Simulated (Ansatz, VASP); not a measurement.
## One calculation of BN, two programs

```
CELL_PARAMETERS angstrom
0.00000 -1.81239 -1.81239
-1.81239 0.00000 -1.81239
1.81239 1.81239 -3.62479
ATOMIC_POSITIONS crystal
B 0.00982 0.01685 0.00000
B 0.49018 0.48315 0.50000
N 0.38505 0.39225 0.87500
N 0.86495 0.85775 0.37500
```

Change from the starting cell: mode 4 frozen in at -0.051 Å and mode 5 at -0.034 Å (largest displacements).

Alike in both runs: task single point; functional PBE; k mesh 6 × 6 × 6; occupations gaussian, width 0.05 eV; no spin polarisation.

```csv
,VASP,Ansatz
version,VASP 6.6.1,Ansatz 0.2.0
potentials or method,"VASP PAW PBE potentials, release 64 (B, N), cutoff 520 eV","scalar-relativistic, plane waves, PAW"
valence electrons in the cell,16,16
```

|  | VASP | Ansatz | Ansatz less VASP |
| --- | --- | --- | --- |
| gap on the k mesh at the Fermi level (eV) | 4.38 | 4.39 | +0.011 |
| least direct gap on the mesh (eV) | 6.32 | 6.33 | +0.013 |
| pressure (GPa) | 0.1 | -0.1 | -0.21 |
| traceless stress, the component that is largest in VASP (GPa) | -0.82 | -0.82 | 0.000 |
| rms of the force components (eV/Å) | 0.376 | 0.376 | +0.0003 |

Atom by atom the forces differ by 0.000 eV/Å (rms over components).

The k mesh is coarse, so the values compare programs but aren't converged.
